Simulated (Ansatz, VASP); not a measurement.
One calculation of Mn2ZnAs2, two programs

```
Mn Zn As
1.0
     3.98664    0.00000    0.00000
    -1.99332    3.45253    0.00000
     0.00000    0.00000    6.39185
Mn Zn As
2 1 2
Direct
  0.33333 0.66667 0.36944
  0.66667 0.33333 0.63056
  0.00000 0.00000 0.00000
  0.33333 0.66667 0.76793
  0.66667 0.33333 0.23207
```

Alike in both runs: task single point; functional PBE; k mesh 12 × 12 × 6; occupations gaussian, width 0.1 eV; no spin polarisation.

```csv
,VASP,Ansatz
version,VASP 6.6.1,Ansatz 0.2.0
potentials or method,"VASP PAW PBE potentials, release 64 (Mn_pv, Zn, As), cutoff 520 eV","scalar-relativistic, plane waves, PAW"
valence electrons in the cell,48,72
```

|  | VASP | Ansatz | Ansatz less VASP |
| --- | --- | --- | --- |
| gap on the k mesh at the Fermi level (eV) | none | none | - |
| pressure (GPa) | -11.6 | -11.8 | -0.23 |
| traceless stress, the component that is largest in VASP (GPa) | -3.01 | -3.02 | -0.002 |
| rms of the force components (eV/Å) | 0.739 | 0.744 | +0.0047 |

Atom by atom the forces differ by 0.005 eV/Å (rms over components). A gap of «none» marks a metal or a gap that the smearing closes. The functional is the same, so the differences come from potentials, cutoffs and numerics. VASP's potentials hold 48 valence electrons a cell and Ansatz's 72, so a difference there can come from the potentials and not from the codes.
